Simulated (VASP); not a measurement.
**Cu: single point with r2SCAN**

The system is Cu, a slab with vacuum.

```
Cu
1.0
     2.52924    0.00000    0.00000
    -1.26462    2.19038    0.00000
     0.00000    0.00000   27.39068
Cu
7
Direct
  0.66667 0.33333 0.27382
  0.33333 0.66667 0.34921
  0.00000 0.00000 0.42461
  0.66667 0.33333 0.50000
  0.33333 0.66667 0.57539
  0.00000 0.00000 0.65079
  0.66667 0.33333 0.72618
```

```json
{
 "Program": "VASP 6.6.1",
 "Task": "single point",
 "Functional": "r2SCAN",
 "Potentials or basis": "VASP PAW PBE potentials, release 64 (Cu)",
 "Cutoff": "520 eV",
 "k mesh": "15 × 15 × 1",
 "Occupations": "gaussian, width 0.1 eV",
 "Spin": "no spin polarisation",
 "Dipole correction": "yes",
 "Further INCAR settings": "ALGO = Normal; EDIFF = 1e-06; NBANDS = 48"
}
```

```
Largest force          : 0.080 eV/Å
Band gap on the k mesh : zero (an odd number of electrons rules out a gap without spin polarisation)
```

Forces in eV/Å, atoms in the order of the input:
```
Cu   0.000  0.000  0.058
Cu   0.000  0.000 -0.080
Cu   0.000  0.000 -0.029
Cu   0.000  0.000  0.000
Cu   0.000  0.000  0.029
Cu   0.000  0.000  0.080
Cu   0.000  0.000 -0.058
```

Levels at points of the mesh, in eV from the Fermi level:
```tsv
k point	band 35	band 36	band 37	band 38	band 39	band 40	band 41	band 42	band 43	band 44
(0.00, 0.00, 0.00)	-2.24	-2.05	-2.05	-1.85	-1.85	-1.83	-1.83	-0.89	-0.54	4.35
```

Run time: 17 min on 1 thread of AMD EPYC 7R13 Processor (Zen 3) (shared host), peak memory 0.35 GiB.

Caveat: the PAW data sets were made with another functional, which shifts forces and pressure a little.
